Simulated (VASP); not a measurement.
A run of VASP 6.6.1 is set up as follows.

File INCAR:

```
PREC = Accurate ; ENCUT = 520
EDIFF = 1E-6 ; ISMEAR = -1
SIGMA = 0.05 ; LREAL = F
LASPH = T ; NELM = 80
ALGO = Normal ; ISIF = 2
LWAVE = F ; LCHARG = T
GGA = B5 ; ALDAX = 1.0
AGGAX = 1.0 ; AGGAC = 1.0
ALDAC = 0.0 ; IVDW = 13
VDW_S6 = 1.0 ; VDW_S8 = 2.34076671
VDW_A1 = 0.44488865 ; VDW_A2 = 4.0933009
LELF = T ; LVHAR = T
NBANDS = 16
```

Contents of KPOINTS:

```
regular mesh
0
Gamma
  8 8 8
```

Contents of POSCAR:

```
InP
1.0
    0.0000000000      2.7632481550      2.7632481550
    2.7632481550      0.0000000000      2.7632481550
    2.7632481550      2.7632481550      0.0000000000
In P
1 1
Direct
    0.0000000000      0.0000000000      0.0000000000
    0.5000000000      0.5000000000      0.5000000000
```

Potentials or basis: VASP PAW PBE potentials, release 64 (In_d, P).

The run is started by

```sh
$ cat potpaw_PBE.64/In_d/POTCAR potpaw_PBE.64/P/POTCAR > POTCAR
$ mpirun -np 1 vasp_std > vasp.out
```

Problem. What does it give for the band gap on the k mesh?

Solution. Zero (band 9 reaches 7.86 eV, above the bottom of band 10 at 5.26 eV).

Problem. What does it give for the dispersion energy per atom?

Solution. -0.754 eV.

Problem. Predict the pressure.

Solution. 0.1 GPa.

Caveat: the PAW data sets were made with another functional, which shifts forces and pressure a little; spin-orbit coupling is left out, which moves the levels of the heavy elements; pairwise dispersion overbinds metals, which lowers pressure and volume.
